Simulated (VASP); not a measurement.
# Al3B2Sb: single point with PBE

Al3B2Sb:

```
CELL_PARAMETERS angstrom
5.06229 0.00000 0.00000
0.00000 5.06229 0.00000
0.00000 0.00000 4.32868
ATOMIC_POSITIONS crystal
Al 0.00000 0.00000 0.00000
Al 0.00000 0.50000 0.00000
Al 0.50000 0.00000 0.00000
B 0.00000 0.00000 0.50000
B 0.50000 0.50000 0.00000
Sb 0.50000 0.50000 0.50000
```

The cell was built from a structure type or drawn by symmetry, and may not be a known phase.

- Program: VASP 6.6.1
- Task: single point
- Functional: PBE
- Potentials or basis: VASP PAW PBE potentials, release 64 (Al, B, Sb)
- Cutoff: 500 eV
- k mesh: 4 × 4 × 3
- Occupations: gaussian, width 0.2 eV
- Spin: no spin polarisation

| Item | Value |
| --- | --- |
| Pressure | 0.4 GPa |
| Band gap on the k mesh | zero (bands 10 and 11 overlap by 1.66 eV) |

Stress tensor (GPa, compression positive):
```
0.35 0.00 0.00
0.00 0.35 0.00
0.00 0.00 0.46
```

Levels at points of the mesh, in eV from the Fermi level:
```
           k point  band 8  band 9  band 10  band 11  band 12  band 13
(0.00, 0.00, 0.00)   -1.92   -0.67    -0.67    -0.50     2.03     2.03
(0.50, 0.00, 0.00)   -2.40   -2.16    -0.81     1.62     2.30     2.78
(0.50, 0.50, 0.00)   -0.92    0.35     0.35     0.85     0.85     1.95
```

Run time: 28 s on 1 thread of Intel(R) Xeon(R) Platinum 8488C (Sapphire Rapids) (shared host), peak memory 0.22 GiB.

Caveat: the k points lie up to 0.48 Å⁻¹ apart, too coarse for converged energies and pressures of a metal; spin-orbit coupling is left out, which moves the levels of the heavy elements.
